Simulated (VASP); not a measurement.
Set up this calculation in VASP 6.6.1, as the native input.

- Task: single point
- Functional: PBEsol
- Potentials or basis: VASP PAW PBE potentials, release 64 (Zn, Cu)
- Cutoff: 520 eV
- k mesh: 14 × 14 × 14
- Occupations: gaussian, width 0.1 eV
- Spin: no spin polarisation
- Dipole correction: no
- Further INCAR settings: ALGO = Fast; EDIFF = 1e-06; NBANDS = 18

The structure of ZnCu lies in POSCAR:

```
ZnCu
1.0
    2.8884265500      0.0000000000      0.0000000000
    0.0000000000      2.8442515500      0.0000000000
    0.0000000000      0.0000000000      2.8884265500
Zn Cu
1 1
Direct
    0.5000000000      0.5509337861      0.5000000000
    0.0000000000     -0.0509337861      0.0000000000
```

This cell differs from its parent crystal: strained and its atoms moved.

The input as run:

INCAR

```
SYSTEM = ZnCu
PREC = Accurate ; ENCUT = 520
EDIFF = 1E-6 ; ISMEAR = 0
SIGMA = 0.1 ; LREAL = .False.
LASPH = .True. ; NELM = 100
ALGO = Fast ; ISIF = 2
LWAVE = .False. ; LCHARG = .False.
GGA = PS ; NBANDS = 18
```

KPOINTS

```
regular mesh
0
Gamma
  14 14 14
  0 0 0
```

Potentials or basis: VASP PAW PBE potentials, release 64 (Zn, Cu).

Run with:

```console
$ cat potpaw_PBE.64/Zn/POTCAR potpaw_PBE.64/Cu/POTCAR > POTCAR
$ mpirun -np 1 vasp_std > vasp.out
```

Results of the run:

```yaml
Pressure: 11.9 GPa
Largest_force: 1.717 eV/Å
```

Caveat: the cell differs from its parent crystal (strained and its atoms moved); the PAW data sets were made with another functional, which shifts forces and pressure a little.

It took 42 s on 1 thread of Intel(R) Xeon(R) 6975P-C (Granite Rapids) (shared host), peak memory 0.24 GiB.
